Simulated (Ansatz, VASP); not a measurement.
Ge2Sb2Se in VASP and in Ansatz

INCAR

```
ALGO = Normal ; EDIFF = 1E-7
ENCUT = 520 ; GGA = PE
ISIF = 2 ; ISMEAR = 0
LASPH = T ; LCHARG = T
LELF = T ; LREAL = F
LVHAR = T ; LWAVE = F
NBANDS = 30 ; NELM = 100
PREC = Accurate ; SIGMA = 0.1
```

KPOINTS

```
k-points
0
Gamma
  6 6 2
```

Contents of POSCAR:

```
Ge2Sb2Se
1.0
    4.5227314700      0.0000000000      0.0000000000
   -2.2613657300      3.9168003500      0.0000000000
    0.0000000000      0.0000000000      7.5295549500
Ge Sb Se
2 2 1
Direct
    0.3333333300      0.6666666700      0.2549040000
    0.6666666700      0.3333333300      0.7450960000
    0.3333333300      0.6666666700      0.6336119800
    0.6666666700      0.3333333300      0.3663880200
    0.0000000000      0.0000000000      0.0000000000
```

Input for Ansatz:

```yaml
crystal:
  lattice:
    - [4.52273147, 0.0, 0.0]
    - [-2.26136573, 3.91680035, 0.0]
    - [0.0, 0.0, 7.52955495]
  atoms:
    - { symbol: Ge, position: [0.33333333, 0.66666667, 0.254904] }
    - { symbol: Ge, position: [0.66666667, 0.33333333, 0.745096] }
    - { symbol: Sb, position: [0.33333333, 0.66666667, 0.63361198] }
    - { symbol: Sb, position: [0.66666667, 0.33333333, 0.36638802] }
    - { symbol: Se, position: [0.0, 0.0, 0.0] }
basis:
  ecutwfc: 420
kpoints:
  mp_grid: { grid: [6, 6, 2] }
hamiltonian:
  xc: pbe
scf:
  occupations: { method: gaussian, width: 0.1 }
  lower_state_search: "off"
output:
  forces: true
  stress: true
  eigenvalues: true
```

Change from the starting cell: species swapped into the YbZn2As2 type (P-3m1, No. 164).

Alike in both runs: task single point; functional PBE; k mesh 6 × 6 × 2; occupations gaussian, width 0.1 eV; no spin polarisation.

|  | VASP | Ansatz |
| --- | --- | --- |
| version | VASP 6.6.1 | Ansatz 0.2.0 |
| potentials or method | VASP PAW PBE potentials, release 64 (Ge_d, Sb, Se), cutoff 520 eV | scalar-relativistic, plane waves, PAW |
| valence electrons in the cell | 44 | 74 |

```tsv
	VASP	Ansatz	Ansatz less VASP
gap on the k mesh at the Fermi level (eV)	none	none	-
pressure (GPa)	2.7	2.7	0.00
traceless stress, the component that is largest in VASP (GPa)	0.77	0.77	+0.005
rms of the force components (eV/Å)	0.617	0.615	-0.0021
```

Atom by atom the forces differ by 0.002 eV/Å (rms over components). A gap of «none» marks a metal or a gap that the smearing closes. VASP's potentials hold 44 valence electrons a cell and Ansatz's 74, so a difference there can come from the potentials and not from the codes.

The k mesh is coarse, so the values compare programs but aren't converged. Spin-orbit coupling is off throughout.
